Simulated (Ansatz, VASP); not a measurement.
SiNi in VASP and in Ansatz

File INCAR:

```
SYSTEM = SiNi
ALGO = Normal
EDIFF = 1E-6
ENCUT = 520
GGA = PE
ISIF = 2
ISMEAR = -1
LASPH = .True.
LCHARG = .False.
LREAL = .False.
LWAVE = .False.
NBANDS = 14
NELM = 60
PREC = Accurate
SIGMA = 0.08
```

The input KPOINTS:

```
k-points
0
Gamma
  14 14 14
  0 0 0
```

Contents of POSCAR:

```
SiNi
1.0
    0.0000000000      1.9421625854      1.9421625854
    1.9421625854      0.0000000000      1.9421625854
    1.9421625854      1.9421625854      0.0000000000
Ni Si
1 1
Direct
    0.0000000000      0.0000000000      0.0000000000
    0.5000000000      0.5000000000      0.5000000000
```

Input for Ansatz:

```yaml
crystal:
  lattice:
    - [0.0, 1.9421625854, 1.9421625854]
    - [1.9421625854, 0.0, 1.9421625854]
    - [1.9421625854, 1.9421625854, 0.0]
  atoms:
    - { symbol: Ni, position: [0.0, 0.0, 0.0] }
    - { symbol: Si, position: [0.5, 0.5, 0.5] }
kpoints:
  mp_grid: { grid: [14, 14, 14] }
scf:
  occupations: { method: fermi_dirac, width: 0.08 }
hamiltonian:
  xc: pbe
  pseudopotentials: { kind: all_electron, datasets: crystal }
output:
  forces: true
  stress: true
  eigenvalues: true
```

Change from the starting cell: volume scaled by 0.55, crystal datasets.

Alike in both runs: task single point; functional PBE; k mesh 14 × 14 × 14; occupations fermi-dirac, width 0.08 eV; no spin polarisation.

|  | VASP | Ansatz |
| --- | --- | --- |
| version | VASP 6.6.1 | Ansatz 0.2.0 |
| potentials or method | VASP PAW PBE potentials, release 64 (Ni, Si), cutoff 520 eV | all-electron PAW with datasets made for the crystal, scalar-relativistic |

VASP gave:

```
pressure (GPa) : 311.3
```

**Question.** What did Ansatz give for the same quantities?

**Answer.** Pressure (GPa): 309.3.

Both programs put the cell under a high pressure, so it lies far from rest at this level. Ansatz ran all-electron here, and VASP with PAW potentials.

Noted on VASP's run: the cell as given lies far from equilibrium.
